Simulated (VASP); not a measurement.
Wanted: the native input for a VASP 6.6.1 run.

```yaml
Task: single point
Functional: PBE
Potentials_or_basis: VASP PAW PBE potentials, release 64 (Si, O)
Cutoff: 520 eV
k_mesh: 1 × 1 × 1
Occupations: fermi-dirac, width 0.05 eV
Spin: no spin polarisation
Dipole_correction: no
Further_INCAR_settings: LREAL = Auto; ALGO = Normal; EDIFF = 1e-07; NBANDS = 122
```

The structure of Si13O24 (a cell with a defect) lies in POSCAR:

```
Si13O24
1.0
   -2.4582790000      4.2578640000      5.4316250000
    4.9165580000      0.0000000000      5.4316250000
    4.9165580000      8.5157280000      0.0000000000
Si O
13 24
Direct
    0.4482110156      0.9440058624      0.0401232229
    0.0282277129      0.0081518236      0.2703949959
    0.1275831289      0.5670340437      0.9444369746
    0.4115238223      0.8854729328      0.5421600516
    0.0099482597     -0.0019027853      0.7575443536
    0.0617609632      0.5974524398      0.4404943674
    0.9043607336      0.4479785755      0.2673940489
    0.4589455287      0.4831298171      0.4789693090
    0.6248060616      0.0853129175      0.2075642580
    0.8669793519      0.4473971009      0.7750388257
    0.4838852496      0.5252602640      0.0499643032
    0.6113477242      0.0330634787      0.6920094833
    0.4484540690      0.4273611796      0.7982574789
    0.6138106667      0.9966834304      0.0808830037
    0.6043351021      0.3262335583      0.1446292466
    0.2254915638      0.0032613417      0.1378376092
    0.2610782813      0.5075314810      1.0785177950
    0.9652455106      0.2086020949      0.3368491677
    0.9178598149      0.5254467462      0.0851339706
    0.5917249843      0.8840764563      0.6108362657
    0.5537815410      0.2574489839      0.5714336476
    0.2065071813      0.0244365970      0.6175068657
    0.2882307478      0.4514005780      0.4280259627
    0.9317309780      0.2014105773      0.8147179209
    0.8837942109      0.5503990554      0.5949373261
    0.0318714410      0.5669732877      0.2976252575
    0.0525162763      0.8311419291      0.4176381441
    0.6660002362      0.5451290299      0.3460257972
    0.8508137062      0.9916367575      0.2143975183
    0.3835693218      0.6561747695      0.5768871426
    0.4800264488      0.0029229448      0.3666524652
    0.0412244607      0.5116855800      0.8158165518
    0.0896811220      0.8178925783      0.8935407494
    0.6189044673      0.5372872801      0.8711044962
    0.8206641346      0.9505001118      0.7304159697
    0.4920373118      0.7067567876      0.0996945938
    0.4493635464      0.0324812054      0.8693409575
```

One way to write it, as run:

INCAR

```
PREC = Accurate
ENCUT = 520
EDIFF = 1E-7
ISMEAR = -1
SIGMA = 0.05
LREAL = Auto
LASPH = T
NELM = 60
ALGO = Normal
ISIF = 2
LWAVE = F
LCHARG = F
GGA = PE
NBANDS = 122
```

KPOINTS

```
Automatic mesh
0
Gamma
  1 1 1
```

Potentials or basis: VASP PAW PBE potentials, release 64 (Si, O).

Launch:

```sh
$ cat potpaw_PBE.64/Si/POTCAR potpaw_PBE.64/O/POTCAR > POTCAR
$ mpirun -np 1 vasp_gam > vasp.out
```

Results of the run:

```yaml
Pressure: 2.4 GPa
Largest_force: 4.622 eV/Å
Band_gap_on_the_k_mesh: 1.43 eV
```

Caveat: the k points lie up to 0.94 Å⁻¹ apart, too coarse for converged energies, forces and pressures.

It took 2.2 min on 1 thread of Intel(R) Xeon(R) Platinum 8259CL CPU @ 2.50GHz (Skylake/Cascade Lake) (shared host), peak memory 0.46 GiB.
